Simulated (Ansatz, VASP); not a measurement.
## ScTa3F: VASP beside Ansatz

INCAR

```
SYSTEM = ScTa3F
PREC = Accurate ; ENCUT = 520
EDIFF = 1E-7 ; ISMEAR = 0
SIGMA = 0.1 ; LREAL = .False.
LASPH = .True. ; NELM = 150
ALGO = Normal ; ISIF = 2
LWAVE = .False. ; LCHARG = .False.
ISPIN = 2 ; MAGMOM = 0 1 1 1 0
LORBIT = 11 ; LMAXMIX = 4
GGA = PE ; NBANDS = 38
```

KPOINTS

```
Automatic mesh
0
Gamma
  6 6 2
  0 0 0
```

Contents of POSCAR:

```
ScTa3F
1.0
    3.3285884065      0.0000000000      0.0000000000
    0.0000000000      3.3285884065      0.0000000000
    0.0000000000      0.0000000000      7.5999154802
Sc Ta F
1 3 1
Direct
    0.0000000000      0.0000000000      0.5000000000
    0.5000000000      0.5000000000      0.1979820917
    0.5000000000      0.5000000000      0.8020179083
    0.0000000000      0.0000000000      0.0000000000
    0.5000000000      0.5000000000      0.5000000000
```

Input for Ansatz:

```yaml
crystal:
  lattice:
    - [3.3285884065, 0.0, 0.0]
    - [0.0, 3.3285884065, 0.0]
    - [0.0, 0.0, 7.5999154802]
  atoms:
    - { symbol: Sc, position: [0.0, 0.0, 0.5] }
    - { symbol: Ta, position: [0.5, 0.5, 0.1979820917], spin: 1.0 }
    - { symbol: Ta, position: [0.5, 0.5, 0.8020179083], spin: 1.0 }
    - { symbol: Ta, position: [0.0, 0.0, 0.0], spin: 1.0 }
    - { symbol: F, position: [0.5, 0.5, 0.5] }
basis:
  ecutwfc: 420
kpoints:
  mp_grid: { grid: [6, 6, 2] }
hamiltonian:
  xc: pbe
scf:
  occupations: { method: gaussian, width: 0.1 }
  lower_state_search: "off"
output:
  forces: true
  stress: true
  eigenvalues: true
  populations: true
magnetization:
  spin_polarized: true
```

Alike in both runs: task single point; functional PBE; k mesh 6 × 6 × 2; occupations gaussian, width 0.1 eV; collinear spin.

```csv
,VASP,Ansatz
version,VASP 6.6.1,Ansatz 0.2.0
potentials or method,"VASP PAW PBE potentials, release 64 (Sc_sv, Ta_pv, F), cutoff 520 eV","scalar-relativistic, plane waves, PAW"
valence electrons in the cell,51,57
```

Ansatz gave:

```
gap on the k mesh at the Fermi level (eV) : none
pressure (GPa)                            : 0.0
rms of the force components (eV/Å)        : 0.000
net moment per atom (μB)                  : 0.00
```

**Question.** Which values does VASP return?

**Answer.** gap on the k mesh at the Fermi level (eV): none; pressure (GPa): 0.1; rms of the force components (eV/Å): 0.007; net moment per atom (μB): 0.00.

Atom by atom the forces differ by 0.007 eV/Å (rms over components). A gap of «none» marks a metal or a gap that the smearing closes. With one functional, cell and mesh, what is left measures potentials, basis and numerics. VASP's potentials hold 51 valence electrons a cell and Ansatz's 57, so a difference there can come from the potentials and not from the codes. Ansatz's warnings: seeded moment not kept.

The k mesh is coarse, so the values compare programs but aren't converged. Spin-orbit coupling is off throughout.
